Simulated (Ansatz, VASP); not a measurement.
## CO2: VASP beside Ansatz

```
C O
1.0
     8.70659    0.00000    0.00000
     0.00000    8.70659    0.00000
     0.00000    0.00000    8.70659
C O
10 20
Cartesian
  0.5162 1.1462 4.7191
  0.1277 2.9051 1.3985
  5.1953 -0.0695 0.4603
  8.3296 6.0670 6.4683
  2.3092 1.1175 -0.6501
  5.9039 2.9487 6.4711
  4.8180 6.1028 4.5271
  8.2973 7.7345 1.2558
  3.1319 5.7094 8.4122
  1.7631 5.2165 3.3093
  -0.3768 1.3709 5.4376
  1.4079 0.9268 4.0004
  -0.6284 2.1937 1.9273
  0.8844 3.6199 0.8651
  5.5608 0.3189 1.4967
  4.8204 -0.4679 -0.5737
  7.8539 5.2849 7.1944
  8.7947 6.8465 5.7354
  2.2341 0.8120 0.4753
  2.3865 1.4348 -1.7699
  5.9429 2.4382 7.5200
  5.8548 3.4613 5.4234
  5.6082 6.2653 3.6859
  4.0260 5.9434 5.3727
  8.4243 7.3796 2.3591
  8.1629 8.0790 0.1465
  4.0898 5.1320 8.7446
  2.1714 6.2853 8.0794
  2.4339 5.9677 2.7175
  1.0979 4.4543 3.8928
```

Alike in both runs: functional PBEsol; k mesh 1 × 1 × 1; occupations fermi-dirac, width 0.05 eV; no spin polarisation.

Ansatz relaxed the structure, and its values are those at the end. VASP's run is a single point on that final structure, the one shown.

|  | VASP | Ansatz |
| --- | --- | --- |
| version | VASP 6.6.1 | Ansatz 0.2.0 |
| potentials or method | VASP PAW PBE potentials, release 64 (C, O), cutoff 520 eV | scalar-relativistic, plane waves, PAW |
| valence electrons in the cell | 160 | 160 |

Ansatz gave:

```
rms of the force components (eV/Å) : 0.023
```

Task: What did VASP give for the same quantities?

Result: rms of the force components (eV/Å): 0.325.

VASP's potentials were made for PBE, not for PBEsol. One of these differences is far larger than is usual between the two programs; its cause wasn't traced. The functional is the same, so the differences come from potentials, cutoffs and numerics.

Noted on VASP's run: the standard files for N, O and F lose accuracy on very short bonds.
